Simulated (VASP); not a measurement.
Input of a VASP 6.6.1 run:

File INCAR:

```
PREC = Accurate ; ENCUT = 520
EDIFF = 1E-6 ; ISMEAR = 0
SIGMA = 0.1 ; LREAL = False
LASPH = True ; NELM = 60
ALGO = Normal ; ISIF = 2
LWAVE = False ; LCHARG = False
GGA = PE ; NBANDS = 28
```

KPOINTS

```
Automatic mesh
0
Gamma
  8 8 8
```

The input POSCAR:

```
In2Sb3
1.0
    5.6785256147      0.0000000000      0.0000000000
    0.0000000000      5.6785256147      0.0000000000
    0.0000000000      0.0000000000      5.6785256147
In Sb
2 3
Direct
    0.0000000000      0.0000000000      0.0000000000
    0.5000000000      0.5000000000      0.5000000000
    0.5000000000      0.0000000000      0.0000000000
    0.0000000000      0.5000000000      0.0000000000
    0.0000000000      0.0000000000      0.5000000000
```

Potentials or basis: VASP PAW PBE potentials, release 64 (In_d, Sb).

The run is started by

```console
$ cat potpaw_PBE.64/In_d/POTCAR potpaw_PBE.64/Sb/POTCAR > POTCAR
$ mpirun -np 1 vasp_std > vasp.out
```

Question: Estimate the pressure.

Answer: 0.0 GPa.
